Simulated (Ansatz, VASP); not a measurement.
# One calculation of LiGd2As2, two programs

```
Li Gd As
1.0
     4.37053    0.00000    0.00000
     0.00000    4.37053    0.00000
     0.00000    0.00000    5.77806
Li Gd As
1 2 2
Direct
  0.00000 0.00000 0.00000
  0.50000 0.50000 0.72471
  0.50000 0.50000 0.27529
  0.50000 0.00000 0.50000
  0.00000 0.50000 0.50000
```

Change from the starting cell: species swapped into the BaAs2Pd2 type (P4/mmm, No. 123).

Alike in both runs: task single point; functional PBE; k mesh 4 × 4 × 4; occupations gaussian, width 0.1 eV; collinear spin.

|  | VASP | Ansatz |
| --- | --- | --- |
| version | VASP 6.6.1 | Ansatz 0.2.0 |
| potentials or method | VASP PAW PBE potentials, release 64 (Li_sv, Gd, As), cutoff 520 eV | scalar-relativistic, plane waves, PAW |
| valence electrons in the cell | 49 | 69 |

|  | VASP | Ansatz | Ansatz less VASP |
| --- | --- | --- | --- |
| gap on the k mesh at the Fermi level (eV) | none | none | - |
| rms of the force components (eV/Å) | 2.045 | 2.003 | -0.0421 |
| net moment per atom (μB) | 2.88 | 2.87 | -0.003 |
| size of the moment on the site where the two differ most (μB) | 6.84 | 6.87 | +0.035 |

Site moments also hang on the region over which each program counts them. Atom by atom the forces differ by 0.042 eV/Å (rms over components). A gap of «none» marks a metal or a gap that the smearing closes. VASP's potentials hold 49 valence electrons a cell and Ansatz's 69, so a difference there can come from the potentials and not from the codes.

Spin-orbit coupling is off throughout. Noted on VASP's run: the cutoff is short for stress, so the pressure is rough.
